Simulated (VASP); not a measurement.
Crystal: Ga2BAs3.

```
CELL_PARAMETERS angstrom
-0.00524 0.15686 -6.27202
0.05861 6.64086 -0.16581
5.68169 -3.26963 0.08771
ATOMIC_POSITIONS crystal
Ga 0.00541 0.83464 0.31536
Ga 0.49950 0.16266 0.68367
Ga 0.01308 0.50688 0.67621
Ga 0.49796 0.48797 0.31705
B 0.48870 0.84647 0.00070
B 0.99767 0.14837 0.99892
As 0.38890 0.55149 0.71930
As 0.41039 0.85221 0.28626
As 0.34962 0.13534 0.01362
As 0.90282 0.15484 0.69761
As 0.89003 0.44041 0.28289
As 0.83451 0.87872 0.00842
```

| Item | Value |
| --- | --- |
| Program | VASP 6.6.1 |
| Task | relaxation of cell and atoms |
| Functional | PBE |
| Potentials or basis | VASP PAW PBE potentials, release 64 (Ga_d, B, As) |
| Cutoff | 600 eV |
| k mesh | 2 × 2 × 2 |
| Occupations | gaussian, width 0.1 eV |
| Spin | no spin polarisation |

At the start: pressure 1.4 GPa; volume 19.81 Å³/atom.

Q: Where does the relaxation end?

A: Over 21 steps the energy falls by 67.4 meV/atom and the volume is 19.87 Å³/atom (+0.3 %); space group P1 (No. 1, to 0.1 Å) before, Cmc2_1 (No. 36, to 0.1 Å).

Step by step:
| step | energy change (eV) | largest force (eV/Å) | pressure (GPa) | volume (Å³) |
| --- | --- | --- | --- | --- |
| 1 | 0.0000 | 3.1515 | 1.44 | 237.70 |
| 2 | -0.6398 | 0.8014 | -1.64 | 243.79 |
| 3 | -0.6428 | 0.8016 | -1.50 | 243.35 |
| 4 | -0.7785 | 0.2766 | 0.16 | 237.80 |
| 5 | -0.7786 | 0.2642 | 0.25 | 237.61 |
| 6 | -0.7984 | 0.1688 | 0.03 | 238.21 |
| 7 | -0.8007 | 0.1578 | -0.04 | 238.49 |
| 8 | -0.8041 | 0.0821 | -0.03 | 238.40 |
| 9 | -0.8043 | 0.1011 | -0.01 | 238.37 |
| 10 | -0.8060 | 0.0533 | 0.02 | 238.29 |
| 11 | -0.8066 | 0.0536 | 0.04 | 238.24 |
| 12 | -0.8066 | 0.0609 | 0.06 | 238.21 |
| 13 | -0.8076 | 0.0385 | -0.05 | 238.49 |
| 14 | -0.8077 | 0.0406 | -0.10 | 238.56 |
| 15 | -0.8083 | 0.0326 | 0.06 | 238.15 |
| 16 | -0.8083 | 0.0326 | 0.04 | 238.16 |
| 17 | -0.8087 | 0.0258 | -0.02 | 238.25 |
| 18 | -0.8088 | 0.0300 | 0.00 | 238.29 |
| 19 | -0.8088 | 0.0361 | -0.05 | 238.37 |
| 20 | -0.8089 | 0.0345 | 0.01 | 238.33 |
| 21 | -0.8091 | 0.0241 | -0.05 | 238.47 |

Final structure:
```cif
data_structure
_symmetry_space_group_name_H-M 'P 1'
_symmetry_Int_Tables_number 1
_cell_length_a 6.2618
_cell_length_b 6.6361
_cell_length_c 6.6287
_cell_angle_alpha 120.032
_cell_angle_beta 89.995
_cell_angle_gamma 90.006
_cell_volume 238.47
loop_
_atom_site_label
_atom_site_type_symbol
_atom_site_fract_x
_atom_site_fract_y
_atom_site_fract_z
_atom_site_occupancy
Ga1 Ga 0.00379 0.82643 0.32124 1
Ga2 Ga 0.50386 0.17401 0.67894 1
Ga3 Ga 0.00424 0.50412 0.67721 1
Ga4 Ga 0.50453 0.49544 0.32264 1
B1 B 0.49736 0.85150 0.00090 1
B2 B 0.99746 0.14857 0.99914 1
As1 As 0.39592 0.54419 0.70317 1
As2 As 0.39596 0.84166 0.29879 1
As3 As 0.34169 0.13703 0.00056 1
As4 As 0.89600 0.15834 0.70141 1
As5 As 0.89629 0.45588 0.29686 1
As6 As 0.84149 0.86284 0.99913 1
```

Caveat: the k points lie up to 0.55 Å⁻¹ apart in the final cell.
